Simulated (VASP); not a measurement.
Runs of VASP 6.6.1 on W. The structure is that of space group Im-3m (No. 229), or close to it. The cells are those of the table. 

```tsv
task	level	potentials or basis	cell	k mesh	cutoff (eV)	gap on the mesh (eV)	pressure (GPa)	relaxed volume (Å³/atom)
single point	PBEsol	VASP PAW PBE potentials, release 64 (W_sv)	a = 2.732 Å, angles 109.5°, 1 atom	24 × 24 × 24	520	none	0.6	-
relaxation of cell and atoms	PBE	VASP PAW PBE potentials, release 64 (W_sv)	relaxed from a = 2.737 Å, angles 109.5°, 1 atom	24 × 24 × 24	600	none	0.0	16.17
single point	LDA	VASP PAW LDA potentials, release 64 (W_sv)	a = 2.715 Å, angles 109.5°, 1 atom	24 × 24 × 24	520	none	1.9	-
single point	LDA	VASP PAW LDA potentials, release 64 (W_sv)	a = 2.715 Å, angles 109.5°, 1 atom	36 × 36 × 36	520	none	(b)	-
relaxation of cell and atoms	LDA	VASP PAW LDA potentials, release 64 (W_sv)	relaxed from a = 2.737 Å, angles 109.5°, 1 atom	24 × 24 × 24	600	none	0.0	(a)
single point	PBE	VASP PAW PBE potentials, release 64 (W_sv)	a = 2.757 Å, angles 109.5°, 1 atom	35 × 35 × 35	520	none	0.4	-
single point	PBE	VASP PAW PBE potentials, release 64 (W_sv)	a = 2.757 Å, angles 109.5°, 1 atom	24 × 24 × 24	520	none	0.5	-
```

Alike in all rows: no spin polarisation; smearing methfessel-paxton 0.1 eV.

Problem. Fill in the values left out.

Solution. (a) 15.50; (b) 2.0.

Caveats: spin-orbit coupling is left out, which moves the levels of the heavy elements; the PAW data sets were made with another functional, which shifts forces and pressure a little (at least some runs).

A k mesh can miss the band edges, and the runs leave out spin-orbit coupling on W.

A gap of «none» marks levels without a gap at the run's occupations.
